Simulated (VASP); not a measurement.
# W in VASP: single point with LDA

Aim: the single point of W with LDA.

Program: VASP 6.6.1. These are calculated values, not measurements. Logs are shortened: lines on timing, memory, paths and dates and some standing lists are left out, and cuts for length are marked.

### 1 The cell of the first run

The cell holds a slab with vacuum, 6 atoms: a = 2.716 Å, b = 2.716 Å, c = 26.087 Å, α = 90.00°, β = 90.00°, γ = 109.47°.

### 2 Single point, LDA

Input file INCAR:

```
PREC = Accurate
ENCUT = 400
EDIFF = 1E-6
ISMEAR = 0
SIGMA = 0.1
LREAL = False
LASPH = True
NELM = 120
ALGO = Normal
ISIF = 2
LWAVE = False
LCHARG = False
LDIPOL = True
IDIPOL = 3
DIPOL = 0.5 0.5 0.500
GGA = CA
NBANDS = 51
GGA_COMPAT = False
NELMDL = -8
```

Input file KPOINTS:

```
Automatic mesh
0
Gamma
  13 13 1
```

Input file POSCAR:

```
W
1.0
    2.7157534949      0.0000000000      0.0000000000
   -0.9052511650      2.5604369497      0.0000000000
    0.0000000000      0.0000000000     26.0870172161
W
6
Direct
    0.5000000000      0.5000000000      0.2905782434
    0.0000000000      0.0000000000      0.3723576870
    0.5000000000      0.5000000000      0.4575671487
    0.0000000000      0.0000000000      0.5424328526
    0.5000000000      0.5000000000      0.6276423133
    0.0000000000      0.0000000000      0.7094217551
```

Potentials or basis: VASP PAW LDA potentials, release 64 (W_sv).

Run with:

```
cat potpaw_LDA.64/W_sv/POTCAR > POTCAR
mpirun -np 1 vasp_std > vasp.out
```

OUTCAR:

```text
PREC = Accurate
   ENCUT = 400
   EDIFF = 1E-6
   ISMEAR = 0
   LREAL = False
   LASPH = True
   NELM = 120
   ISIF = 2
   GGA = CA
   NELMDL = -8

 ion  position               nearest neighbor table
   1  0.500  0.500  0.291-   2 2.65   2 2.65   2 3.08   2 3.08
   2  0.000  0.000  0.372-   1 2.65   1 2.65   3 2.72   3 2.72   1 3.08   1 3.08   3 3.14   3 3.14

   3  0.500  0.500  0.458-   4 2.71   4 2.71   2 2.72   2 2.72   4 3.13   4 3.13   2 3.14   2 3.14

   4  0.000  0.000  0.542-   3 2.71   3 2.71   5 2.72   5 2.72   3 3.13   3 3.13   5 3.14   5 3.14

   5  0.500  0.500  0.628-   6 2.65   6 2.65   4 2.72   4 2.72   6 3.08   6 3.08   4 3.14   4 3.14

   6  0.000  0.000  0.709-   5 2.65   5 2.65   5 3.08   5 3.08

  LATTYP: Found a base centered orthorhombic cell.
 ALAT       =     3.1358820226
 B/A-ratio  =     1.4142135624
 C/A-ratio  =     8.3188771222

  Lattice vectors:

 A1 = (   2.7157534949,   0.0000000000,   0.0000000000)
 A2 = (  -0.9052511650,   2.5604369497,   0.0000000000)
 A3 = (   0.0000000000,   0.0000000000,  26.0870172161)

Analysis of symmetry for initial positions (statically):
=====================================================================
 Subroutine PRICEL returns:
 Original cell was already a primitive cell.

 Routine SETGRP: Setting up the symmetry group for a
 base centered orthorhombic supercell.

 Subroutine GETGRP returns: Found  8 space group operations
 (whereof  4 operations were pure point group operations)
 out of a pool of  8 trial point group operations.

The static configuration has the point symmetry C_2v.
 The point group associated with its full space group is D_2h.

Analysis of symmetry for dynamics (positions and initial velocities):
=====================================================================
 Subroutine PRICEL returns:
 Original cell was already a primitive cell.

 Routine SETGRP: Setting up the symmetry group for a
 base centered orthorhombic supercell.

 Subroutine GETGRP returns: Found  8 space group operations
 (whereof  4 operations were pure point group operations)
 out of a pool of  8 trial point group operations.

The dynamic configuration has the point symmetry C_2v.
 The point group associated with its full space group is D_2h.

 Subroutine INISYM returns: Found  8 space group operations
 (whereof  4 operations are pure point group operations),
 and found     1 'primitive' translations

----------------------------------------------------------------------------------------

                                     Primitive cell

  volume of cell :     181.3965

  direct lattice vectors                    reciprocal lattice vectors
     2.715753495  0.000000000  0.000000000     0.368221932  0.130186113  0.000000000
    -0.905251165  2.560436950  0.000000000     0.000000000  0.390558338  0.000000000
     0.000000000  0.000000000 26.087017216     0.000000000  0.000000000  0.038333244

  length of vectors
     2.715753495  2.715753495 26.087017216     0.390558338  0.390558338  0.038333244

  position of ions in fractional coordinates (direct lattice)
     0.500000000  0.500000000  0.290578243
     0.000000000  0.000000000  0.372357687
     0.500000000  0.500000000  0.457567149
     0.000000000  0.000000000  0.542432853
     0.500000000  0.500000000  0.627642313
     0.000000000  0.000000000  0.709421755

  ion indices of the primitive-cell ions
   primitive index   ion index
                 1           1
                 2           2
                 3           3
                 4           4
                 5           5
                 6           6

----------------------------------------------------------------------------------------

 KPOINTS: Automatic mesh

Automatic generation of k-mesh.
 Grid dimensions read from file:
 generate k-points for:   13   13    1

 Generating k-lattice:

  Cartesian coordinates                     Fractional coordinates (reciprocal lattice)
     0.028324764  0.010014316  0.000000000     0.076923077  0.000000000  0.000000000
     0.000000000  0.030042949  0.000000000     0.000000000  0.076923077  0.000000000
     0.000000000  0.000000000  0.038333244     0.000000000  0.000000000  1.000000000

  Length of vectors
     0.030042949  0.030042949  0.038333244

  Shift w.r.t. Gamma in fractional coordinates (k-lattice)
     0.000000000  0.000000000  0.000000000

 Subroutine IBZKPT returns following result:
 ===========================================

 Found     49 irreducible k-points:

 Following reciprocal coordinates:
            Coordinates               Weight
  0.000000  0.000000  0.000000      1.000000
  0.076923  0.000000  0.000000      4.000000
  0.153846  0.000000  0.000000      4.000000
  0.230769  0.000000  0.000000      4.000000
  0.307692  0.000000  0.000000      4.000000
  0.384615  0.000000  0.000000      4.000000
[... 16 lines left out ...]
  0.384615  0.153846  0.000000      4.000000
  0.461538  0.153846  0.000000      4.000000
 [... further k-points ...]
   k-points           NKPTS =     49   k-points in BZ     NKDIM =     49   number of bands    NBANDS=     51
   number of dos      NEDOS =    301   number of ions     NIONS =      6
   total plane-waves  NPLWV =  58320
   dimension x,y,z NGX =    18 NGY =   18 NGZ =  180
   dimension x,y,z NGXF=    36 NGYF=   36 NGZF=  360
   ions per type =               6
   NGX,Y,Z   is equivalent  to a cutoff of  11.02, 11.02, 11.47 a.u.
   NGXF,Y,Z  is equivalent  to a cutoff of  22.04, 22.04, 22.94 a.u.
 SYSTEM =  unknown system
   PREC   = accura    normal or accurate (medium, high low for compatibility)
   ISTART =      0    job   : 0-new  1-cont  2-samecut
   ICHARG =      2    charge: 1-file 2-atom 10-const
   ISPIN  =      1    spin polarized calculation?
   LNONCOLLINEAR =      F non collinear calculations
   LSORBIT =      F    spin-orbit coupling
   LASPH  =      T    aspherical Exc in radial PAW
   ENCUT  =  400.0 eV  29.40 Ry    5.42 a.u.   4.43  4.43 42.54*2*pi/ulx,y,z
   NELM   =    120;   NELMIN=  2; NELMDL= -8     # of ELM steps
   EDIFF  = 0.1E-05   stopping-criterion for ELM
   LREAL  =      F    real-space projection
   EDIFFG = 0.1E-04   stopping-criterion for IOM
   NSW    =      0    number of steps for IOM
   IBRION =     -1    ionic relax: 0-MD 1-quasi-New 2-CG
   NFREE  =      0    steps in history (QN), initial steepest desc. (CG)
   ISIF   =      2    stress and relaxation
   ISYM   =      2    0-nonsym 1-usesym 2-fastsym
   POTIM  = 0.5000    time-step for ionic-motion
   TEBEG  =    0.0;   TEEND  =   0.0 temperature during run
   PSTRESS=    0.0 pullay stress
   NELECT =      84.0000    total number of electrons
   NUPDOWN=      -1.0000    fix difference up-down
   EMIN   =  10.00;   EMAX   =-10.00  energy-range for DOS
   EFERMI =   0.00;   METHOD = LEGACY
   ISMEAR =     0;   SIGMA  =   0.10  broadening in eV -4-tet -1-fermi 0-gaus
   EFERMI_NEDOS =   21; number of points for ismear=-14 and -15
   IALGO  =     38    algorithm
   IMIX   =      4    mixing-type and parameters
     AMIX     =   0.40;   BMIX     =  1.00
     AMIX_MAG =   1.60;   BMIX_MAG =  1.00
  volume/ion in A,a.u.               =      30.23       204.02
  Fermi-wavevector in a.u.,A,eV,Ry     =   1.266558  2.393447 21.826036  1.604168
  Thomas-Fermi vector in A             =   2.399752
   LORBIT       =      0    0 simple, 1 ext, 2 COOP (PROOUT), +10 PAW based schemes
   GGA     = CA    functional components
   LHFCALC =     F    Hartree Fock is set to
   AEXX    =    0.0000 exact exchange contribution
   IVDW    =     0    specifies the selected vdW correction
   LEPSILON=     F    determine dielectric tensor
   LRPA    =     F    only Hartree local field effects (RPA)
 non-spin polarized calculation
 Gauss-broadening in eV      SIGMA  =   0.10
  energy-cutoff  :      400.00
  volume of cell :      181.40
 maximum number of plane-waves:      3341
 NGX is ok and might be reduce to    18
   NGX =  9   NGY =  9   NGZ = 85

 dipolmoment           0.000000      0.000000      0.000000 electrons x Angstroem

 number of electron      83.9999986 magnetization

 dipolmoment           0.000000      0.000000     -0.000000 electrons x Angstroem

 Free energy of the ion-electron system (eV)
  ---------------------------------------------------
  ext. energy  EPLUGINS =         0.00000000
  ---------------------------------------------------
  free energy    TOTEN  =       -81.51095367 eV

  energy without entropy =      -81.49342699  energy(sigma->0) =      -81.50219033

 E-fermi :   3.5697     XC(G=0):  -7.9599

 val. band max:        3.5619666074   @ k =  -0.0769   0.0769   0.0000
 cond. band min:       3.6068870404   @ k =  -0.1538   0.1538   0.0000
 fundamental gap:      0.0449204330
 Fermi energy:         3.5696587543

 k-point     1 :       0.0000    0.0000    0.0000
  band No.  band energies     occupation
      1     -70.1819      2.00000
      2     -70.1465      2.00000
      3     -70.1021      2.00000
      4     -70.0587      2.00000
      5     -69.9291      2.00000
      6     -69.9288      2.00000
[... 43 lines left out ...]
     50       5.5871      0.00000
     51       5.7876      0.00000

 k-point     2 :       0.0769    0.0000    0.0000
  band No.  band energies     occupation
      1     -70.1755      2.00000
      2     -70.1408      2.00000
      3     -70.0976      2.00000
      4     -70.0556      2.00000
      5     -69.9255      2.00000
      6     -69.9253      2.00000
[... 43 lines left out ...]
     50       5.4381      0.00000
     51       5.6274      0.00000

 k-point     3 :       0.1538    0.0000    0.0000
  band No.  band energies     occupation
      1     -70.1573      2.00000
      2     -70.1248      2.00000
      3     -70.0851      2.00000
      4     -70.0475      2.00000
      5     -69.9158      2.00000
      6     -69.9156      2.00000
[... 1123 lines left out ...]
     50       6.5278      0.00000
     51       6.8611      0.00000

 k-point    24 :       0.4615    0.1538    0.0000
  band No.  band energies     occupation
      1     -70.0398      2.00000
      2     -70.0278      2.00000
      3     -70.0162      2.00000
      4     -70.0099      2.00000
      5     -69.8550      2.00000
      6     -69.8550      2.00000
[... 43 lines left out ...]
     50       6.4039      0.00000
     51       6.8766      0.00000

 [... further k-points ...]

------------------------ aborting loop because EDIFF is reached ----------------------------------------

 vacuum level on the upper side and lower side of the slab       (xc-potential included)        -0.198        -0.198

  FORCE on cell =-STRESS in cart. coord.  units (eV):
  Direction    XX          YY          ZZ          XY          YZ          ZX
  --------------------------------------------------------------------------------------
  -------------------------------------------------------------------------------------
  Total       -2.3521356     -3.0595226      1.0520911     -1.0003964      0.0000000      0.0000000
  in kB      -20.7751454    -27.0231142      9.2925540     -8.8359622      0.0000000      0.0000000
  external PRESSURE =     -12.8352352 kB  Pullay stress =       0.0000000 kB

 VOLUME and BASIS-vectors are now :
 -----------------------------------------------------------------------------
  energy-cutoff  :      400.00
  volume of cell :      181.40
      direct lattice vectors                 reciprocal lattice vectors
     2.715753495  0.000000000  0.000000000     0.368221932  0.130186113  0.000000000
    -0.905251165  2.560436950  0.000000000     0.000000000  0.390558338  0.000000000
     0.000000000  0.000000000 26.087017216     0.000000000  0.000000000  0.038333244

 POSITION                                       TOTAL-FORCE (eV/Angst)
 -----------------------------------------------------------------------------------
      0.90525      1.28022      7.58032        -0.000000      0.000000     -0.101007
      0.00000      0.00000      9.71370         0.000000      0.000000     -0.002252
      0.90525      1.28022     11.93656         0.000000      0.000000     -0.004342
      0.00000      0.00000     14.15046         0.000000      0.000000      0.004342
      0.90525      1.28022     16.37332         0.000000      0.000000      0.002252
      0.00000      0.00000     18.50670         0.000000      0.000000      0.101007
 -----------------------------------------------------------------------------------
    total drift:                                0.000000      0.000000     -0.000008

  FREE ENERGIE OF THE ION-ELECTRON SYSTEM (eV)
  ---------------------------------------------------
  free  energy   TOTEN  =       -81.5109536725 eV

  energy  without entropy=      -81.4934269945  energy(sigma->0) =      -81.50219033

 vacuum level on the upper side and lower side of the slab         8.477         8.477
```

Run time: 11 min. Hardware: 1 thread of Intel Xeon Platinum 8259CL at 2.50GHz (Skylake/Cascade Lake), shared host; peak memory 0.33 GiB.

Results:

| Property | Result |
| --- | --- |
| Free energy | -81.5110 eV |
| Largest force | 0.101 eV/Å |
| Band gap on the k mesh | zero (bands 42 and 43 overlap by 1.98 eV) |

Forces in eV/Å, atoms in the order of the input:
```
W    0.000  0.000 -0.101
W    0.000  0.000 -0.002
W    0.000  0.000 -0.004
W    0.000  0.000  0.004
W    0.000  0.000  0.002
W    0.000  0.000  0.101
```

Levels at points of the mesh, in eV from the Fermi level:
```csv
k point,band 38,band 39,band 40,band 41,band 42,band 43,band 44,band 45,band 46,band 47
"(0.00, 0.00, 0.00)",-1.38,-1.28,-1.27,-1.15,-1.07,-0.43,0.22,0.89,0.91,1.60
```

Caveat: spin-orbit coupling is left out, which moves the levels of the heavy elements.
